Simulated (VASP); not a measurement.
# GdTiF2 (P6/mmm) in VASP: single point with PBE

Aim: the single point of GdTiF2 with PBE.

All numbers are computed with VASP 6.6.1; they aren't measurements. Logs are shortened: lines on timing, memory, paths and dates and some standing lists are left out, and cuts for length are marked.

**1. The cell of the first run**

The structure is hexagonal, space group P6/mmm (No. 191). The conventional cell has a = 3.733 Å, b = 3.733 Å, c = 6.365 Å, α = 90.00°, β = 90.00°, γ = 120.00°. Gd (site symmetry 6/mmm) has 6 F at 2.16 Å within 2.9 Å. Ti (site symmetry 6/mmm) has 2 Gd at 3.18 Å and 6 Ti at 3.73 Å and 12 F at 3.84 Å within 4.2 Å. F (site symmetry -6m2) has 3 F at 2.16 Å and 3 Gd at 2.16 Å within 2.9 Å.

**2. Single point, PBE, collinear spin, ferromagnetic start**

Input file INCAR:

```
SYSTEM = GdTiF2
PREC     = Accurate       ! precision mode
ENCUT    = 520            ! plane-wave cutoff, eV
EDIFF    = 1E-6           ! SCF threshold, eV
ISMEAR   = 0              ! smearing method
SIGMA    = 0.1            ! smearing width, eV
LREAL    = .False.        ! projectors in reciprocal space
LASPH    = .True.         ! aspherical terms in the spheres
NELM     = 150            ! most SCF steps
ALGO     = Normal         ! electronic algorithm
ISIF     = 2              ! what is computed and relaxed
LWAVE    = .False.        ! write WAVECAR
LCHARG   = .False.        ! write CHGCAR
ISPIN    = 2              ! spin polarisation
MAGMOM   = 7 1 0 0        ! initial moments
LORBIT   = 11             ! projections on sites
LMAXMIX  = 6              ! l up to which the mixer works
GGA      = PE             ! functional
NBANDS   = 34             ! bands
```

Input file KPOINTS:

```
Automatic mesh
0
Gamma
  6 6 4
  0 0 0
```

Input file POSCAR:

```
GdTiF2
1.0
    3.7333597400      0.0000000000      0.0000000000
   -1.8666798700      3.2331843700      0.0000000000
    0.0000000000      0.0000000000      6.3648954800
Gd Ti F
1 1 2
Direct
    0.0000000000      0.0000000000      0.5000000000
    0.0000000000      0.0000000000      0.0000000000
    0.3333333300      0.6666666700      0.5000000000
    0.6666666700      0.3333333300      0.5000000000
```

Potentials or basis: VASP PAW PBE potentials, release 64 (Gd, Ti_sv, F).

On the command line:

```sh
$ cat potpaw_PBE.64/Gd/POTCAR potpaw_PBE.64/Ti_sv/POTCAR potpaw_PBE.64/F/POTCAR > POTCAR
$ mpirun -np 1 vasp_std > vasp.out
```

OUTCAR:

```text
SYSTEM = GdTiF2
   PREC = Accurate
   ENCUT = 520
   EDIFF = 1E-6
   ISMEAR = 0
   LREAL = .False.
   LASPH = .True.
   NELM = 150
   ISIF = 2
   ISPIN = 2
   LORBIT = 11
   GGA = PE

 ion  position               nearest neighbor table
   1  0.000  0.000  0.500-   3 2.16   4 2.16   3 2.16   4 2.16   4 2.16   3 2.16   2 3.18   2 3.18

   2  0.000  0.000  0.000-   1 3.18   1 3.18
   3  0.333  0.667  0.500-   1 2.16   1 2.16   1 2.16
   4  0.667  0.333  0.500-   1 2.16   1 2.16   1 2.16

  LATTYP: Found a hexagonal cell.
 ALAT       =     3.7333597400
 C/A-ratio  =     1.7048706589

  Lattice vectors:

 A1 = (   3.7333597400,   0.0000000000,   0.0000000000)
 A2 = (  -1.8666798700,   3.2331843700,   0.0000000000)
 A3 = (   0.0000000000,   0.0000000000,   6.3648954800)

Analysis of symmetry for initial positions (statically):
=====================================================================
 Subroutine PRICEL returns:
 Original cell was already a primitive cell.

 Routine SETGRP: Setting up the symmetry group for a
 hexagonal supercell.

 Subroutine GETGRP returns: Found 24 space group operations
 (whereof 24 operations were pure point group operations)
 out of a pool of 24 trial point group operations.

The static configuration has the point symmetry D_6h.

Analysis of symmetry for dynamics (positions and initial velocities):
=====================================================================
 Subroutine PRICEL returns:
 Original cell was already a primitive cell.

 Routine SETGRP: Setting up the symmetry group for a
 hexagonal supercell.

 Subroutine GETGRP returns: Found 24 space group operations
 (whereof 24 operations were pure point group operations)
 out of a pool of 24 trial point group operations.

The dynamic configuration has the point symmetry D_6h.

Analysis of structural, dynamic, and magnetic symmetry:
=====================================================================
 Subroutine PRICEL returns:
 Original cell was already a primitive cell.

 Routine SETGRP: Setting up the symmetry group for a
 hexagonal supercell.

 Subroutine GETGRP returns: Found 24 space group operations
 (whereof 24 operations were pure point group operations)
 out of a pool of 24 trial point group operations.

The overall configuration has the point symmetry D_6h.

 Subroutine INISYM returns: Found 24 space group operations
 (whereof 24 operations are pure point group operations),
 and found     1 'primitive' translations

----------------------------------------------------------------------------------------

                                     Primitive cell

  volume of cell :      76.8284

  direct lattice vectors                    reciprocal lattice vectors
     3.733359740  0.000000000  0.000000000     0.267855248  0.154646300  0.000000000
    -1.866679870  3.233184370  0.000000000     0.000000000  0.309292600  0.000000000
     0.000000000  0.000000000  6.364895480     0.000000000  0.000000000  0.157111771

  length of vectors
     3.733359740  3.733359735  6.364895480     0.309292600  0.309292600  0.157111771

  position of ions in fractional coordinates (direct lattice)
     0.000000000  0.000000000  0.500000000
     0.000000000  0.000000000  0.000000000
     0.333333330  0.666666670  0.500000000
     0.666666670  0.333333330  0.500000000

  ion indices of the primitive-cell ions
   primitive index   ion index
                 1           1
                 2           2
                 3           3
                 4           4

----------------------------------------------------------------------------------------

 KPOINTS: Automatic mesh

Automatic generation of k-mesh.
 Grid dimensions read from file:
 generate k-points for:    6    6    4

 Generating k-lattice:

  Cartesian coordinates                     Fractional coordinates (reciprocal lattice)
     0.044642541  0.025774383  0.000000000     0.166666667  0.000000000  0.000000000
     0.000000000  0.051548767  0.000000000     0.000000000  0.166666667  0.000000000
     0.000000000  0.000000000  0.039277943     0.000000000  0.000000000  0.250000000

  Length of vectors
     0.051548767  0.051548767  0.039277943

  Shift w.r.t. Gamma in fractional coordinates (k-lattice)
     0.000000000  0.000000000  0.000000000

 Subroutine IBZKPT returns following result:
 ===========================================

 Found     21 irreducible k-points:

 Following reciprocal coordinates:
            Coordinates               Weight
  0.000000  0.000000  0.000000      1.000000
  0.166667  0.000000  0.000000      6.000000
  0.333333  0.000000  0.000000      6.000000
  0.500000  0.000000  0.000000      3.000000
  0.166667  0.166667  0.000000      6.000000
  0.333333  0.166667  0.000000     12.000000
[... 13 lines left out ...]
  0.333333  0.166667  0.500000     12.000000
  0.333333  0.333333  0.500000      2.000000
   k-points           NKPTS =     21   k-points in BZ     NKDIM =     21   number of bands    NBANDS=     34
   number of dos      NEDOS =    301   number of ions     NIONS =      4
   total plane-waves  NPLWV =  37632
   dimension x,y,z NGX =    28 NGY =   28 NGZ =   48
   dimension x,y,z NGXF=    56 NGYF=   56 NGZF=   96
   ions per type =               1   1   2
   NGX,Y,Z   is equivalent  to a cutoff of  12.47, 12.47, 12.54 a.u.
   NGXF,Y,Z  is equivalent  to a cutoff of  24.94, 24.94, 25.07 a.u.
 SYSTEM =  GdTiF2
   PREC   = accura    normal or accurate (medium, high low for compatibility)
   ISTART =      0    job   : 0-new  1-cont  2-samecut
   ICHARG =      2    charge: 1-file 2-atom 10-const
   ISPIN  =      2    spin polarized calculation?
   LNONCOLLINEAR =      F non collinear calculations
   LSORBIT =      F    spin-orbit coupling
   LASPH  =      T    aspherical Exc in radial PAW
   ENCUT  =  520.0 eV  38.22 Ry    6.18 a.u.   6.94  6.94 11.83*2*pi/ulx,y,z
   NELM   =    150;   NELMIN=  2; NELMDL= -5     # of ELM steps
   EDIFF  = 0.1E-05   stopping-criterion for ELM
   LREAL  =      F    real-space projection
[... 7 lines left out ...]
   TEBEG  =    0.0;   TEEND  =   0.0 temperature during run
   PSTRESS=    0.0 pullay stress
   NELECT =      44.0000    total number of electrons
   NUPDOWN=      -1.0000    fix difference up-down
   EMIN   =  10.00;   EMAX   =-10.00  energy-range for DOS
   EFERMI =   0.00;   METHOD = LEGACY
   ISMEAR =     0;   SIGMA  =   0.10  broadening in eV -4-tet -1-fermi 0-gaus
   EFERMI_NEDOS =   21; number of points for ismear=-14 and -15
   IALGO  =     38    algorithm
   IMIX   =      4    mixing-type and parameters
     AMIX     =   0.40;   BMIX     =  1.00
     AMIX_MAG =   1.60;   BMIX_MAG =  1.00
  volume/ion in A,a.u.               =      19.21       129.62
  Fermi-wavevector in a.u.,A,eV,Ry     =   1.359519  2.569118 25.147528  1.848291
  Thomas-Fermi vector in A             =   2.486260
   LORBIT       =     11    0 simple, 1 ext, 2 COOP (PROOUT), +10 PAW based schemes
   GGA     = PE    functional components
   LHFCALC =     F    Hartree Fock is set to
   AEXX    =    0.0000 exact exchange contribution
   IVDW    =     0    specifies the selected vdW correction
   LEPSILON=     F    determine dielectric tensor
   LRPA    =     F    only Hartree local field effects (RPA)
 spin polarized calculation
 Gauss-broadening in eV      SIGMA  =   0.10
  energy-cutoff  :      520.00
  volume of cell :       76.83
 maximum number of plane-waves:      2082
 NGX is ok and might be reduce to    28
   NGX = 13   NGY = 13   NGZ = 23

 number of electron      43.9999977 magnetization       9.9873714

 number of electron      43.9999977 magnetization      10.0530303

 Free energy of the ion-electron system (eV)
  ---------------------------------------------------
  ext. energy  EPLUGINS =         0.00000000
  ---------------------------------------------------
  free energy    TOTEN  =       -29.11535989 eV

  energy without entropy =      -29.10267265  energy(sigma->0) =      -29.10901627

 E-fermi :   3.8160     XC(G=0):  -9.6324

 val. band max:        3.7979298317   @ k =   0.3333   0.1667   0.0000
 cond. band min:       3.8236965719   @ k =   0.5000   0.0000   0.5000
 fundamental gap:      0.0257667402
 Fermi energy:         3.8159667462

 spin component 1

 k-point     1 :       0.0000    0.0000    0.0000
  band No.  band energies     occupation
      1     -54.0026      1.00000
      2     -41.5309      1.00000
      3     -30.2809      1.00000
      4     -30.2601      1.00000
      5     -30.2601      1.00000
      6     -23.0814      1.00000
[... 26 lines left out ...]
     33       8.8790      0.00000
     34      10.8810      0.00000
[... 708 lines left out ...]
      3     -30.2850      1.00000
      4     -30.2850      1.00000
      5     -30.2743      1.00000
      6     -23.4607      1.00000
[... 26 lines left out ...]
     33       8.4090      0.00000
     34       8.4090      0.00000
 Fermi energy:         3.8159667462

 spin component 2

 k-point     1 :       0.0000    0.0000    0.0000
  band No.  band energies     occupation
      1     -52.2481      1.00000
      2     -38.4574      1.00000
      3     -28.5372      1.00000
      4     -28.5372      1.00000
      5     -28.4571      1.00000
      6     -22.9225      1.00000
[... 26 lines left out ...]
     33      10.4338      0.00000
     34      11.6491      0.00000
[... 709 lines left out ...]
      4     -28.5623      1.00000
      5     -28.4499      1.00000
      6     -23.1049      1.00000
[... 26 lines left out ...]
     33       9.7611      0.00000
     34       9.7810      0.00000

------------------------ aborting loop because EDIFF is reached ----------------------------------------

  FORCE on cell =-STRESS in cart. coord.  units (eV):
  Direction    XX          YY          ZZ          XY          YZ          ZX
  --------------------------------------------------------------------------------------
  -------------------------------------------------------------------------------------
  Total       12.9603237     12.9603236      3.8792858      0.0000000      0.0000000      0.0000000
  in kB      270.2743573    270.2743562     80.8985574      0.0000000      0.0000000      0.0000000
  external PRESSURE =     207.1490903 kB  Pullay stress =       0.0000000 kB

 VOLUME and BASIS-vectors are now :
 -----------------------------------------------------------------------------
  energy-cutoff  :      520.00
  volume of cell :       76.83
      direct lattice vectors                 reciprocal lattice vectors
     3.733359740  0.000000000  0.000000000     0.267855248  0.154646300  0.000000000
    -1.866679870  3.233184370  0.000000000     0.000000000  0.309292600  0.000000000
     0.000000000  0.000000000  6.364895480     0.000000000  0.000000000  0.157111771

 POSITION                                       TOTAL-FORCE (eV/Angst)
 -----------------------------------------------------------------------------------
      0.00000      0.00000      3.18245        -0.000000      0.000000     -0.000000
      0.00000      0.00000      0.00000        -0.000000      0.000000     -0.000000
     -0.00000      2.15546      3.18245         0.000000      0.000000     -0.000000
      1.86668      1.07773      3.18245        -0.000000     -0.000000      0.000000
 -----------------------------------------------------------------------------------
    total drift:                               -0.000000      0.000000      0.000000

  FREE ENERGIE OF THE ION-ELECTRON SYSTEM (eV)
  ---------------------------------------------------
  free  energy   TOTEN  =       -29.1153598940 eV

  energy  without entropy=      -29.1026726455  energy(sigma->0) =      -29.10901627

 total charge

# of ion       s       p       d       f       tot
--------------------------------------------------
    1        2.047   5.687   0.527   7.073  15.334
    2        2.199   5.992   1.890   0.000  10.081
    3        1.754   4.456   0.000   0.000   6.210
    4        1.754   4.456   0.000   0.000   6.210
--------------------------------------------------
tot          7.753  20.591   2.417   7.073  37.834

 magnetization (x)

# of ion       s       p       d       f       tot
--------------------------------------------------
    1        0.000  -0.076   0.071   6.827   6.822
    2        0.024   0.048   1.763   0.000   1.835
    3        0.001   0.034   0.000   0.000   0.035
    4        0.001   0.034   0.000   0.000   0.035
--------------------------------------------------
tot          0.027   0.039   1.834   6.827   8.728
```

Run time: 9.2 min. Hardware: 1 thread of Intel Xeon Platinum 8259CL at 2.50GHz (Skylake/Cascade Lake), shared host; peak memory 0.29 GiB.

What came out:

* Free energy: -29.1154 eV
* Pressure: 20.7 GPa
* Net moment: 10.05 μB per cell
* Site moments: Gd +6.82; Ti +1.83; F +0.04 μB
* Valence electrons inside the program's atomic spheres: Gd 15.33; Ti 10.08; F 6.21

Levels at points of the mesh, in eV from the Fermi level:
Spin up:
| k point | band 24 | band 25 | band 26 | band 27 | band 28 | band 29 | band 30 | band 31 |
| --- | --- | --- | --- | --- | --- | --- | --- | --- |
| (0.00, 0.00, 0.00) | -4.12 | -1.30 | 0.06 | 0.06 | 0.41 | 0.41 | 1.04 | 3.57 |
| (0.50, 0.00, 0.00) | -2.06 | -0.91 | -0.58 | -0.07 | 0.10 | 0.99 | 1.80 | 2.95 |
| (0.00, 0.00, 0.50) | -3.29 | -1.71 | -0.36 | 0.06 | 0.06 | 0.62 | 0.62 | 3.07 |
| (0.50, 0.00, 0.50) | -1.25 | -0.58 | -0.20 | 0.01 | 0.22 | 0.43 | 0.99 | 2.13 |
Spin down:
```tsv
k point	band 14	band 15	band 16	band 17	band 18	band 19	band 20	band 21
(0.00, 0.00, 0.00)	-6.00	-4.70	-4.70	-3.05	0.49	0.65	0.65	0.70
(0.50, 0.00, 0.00)	-6.79	-6.40	-6.28	-0.71	0.40	0.68	0.70	0.74
(0.00, 0.00, 0.50)	-6.00	-4.70	-4.70	-2.02	-0.76	0.64	0.64	0.65
(0.50, 0.00, 0.50)	-6.79	-6.40	-6.28	0.22	0.25	0.64	0.66	0.75
```

Caveat: spin-orbit coupling is left out, which moves the levels of the heavy elements; a cell with one magnetic atom can't hold antiferromagnetic order, which such compounds often take; without U or exact exchange the open f shell lies at the Fermi level, which spoils levels, moments and volumes.
